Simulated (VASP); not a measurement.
## Hf: single point with LDA

The system is Hf.

```
Hf
1.0
     3.19670    0.00000    0.00000
    -1.59835    2.76842    0.00000
     0.00000    0.00000    5.05780
Hf
2
Direct
  0.33333 0.66667 0.25000
  0.66667 0.33333 0.75000
```

```json
{"Program": "VASP 6.6.1", "Task": "single point", "Functional": "LDA", "Potentials or basis": "VASP PAW LDA potentials, release 64 (Hf_pv)", "Cutoff": "520 eV", "k mesh": "12 × 12 × 7", "Occupations": "fermi-dirac, width 0.05 eV", "Spin": "collinear spin, ferromagnetic start", "Starting moments": "[1.2, 1.2] μB", "Fixed moment": "2.4 μB"}
```

```yaml
Pressure: -3.8 GPa
Net_moment: 2.40 μB per cell
Site_moments: Hf +0.83 μB
Valence_electrons_inside_the_program's_atomic_spheres: Hf 8.37
```

Stress tensor (GPa, compression positive):
```
-6.03  0.00  0.00
 0.00 -6.03  0.00
 0.00  0.00  0.64
```

Wall time 41 s on 1 thread of Intel(R) Xeon(R) 6975P-C (Granite Rapids) (shared host), peak memory 0.22 GiB.

Caveat: the total moment is fixed, so each spin has its own Fermi level.
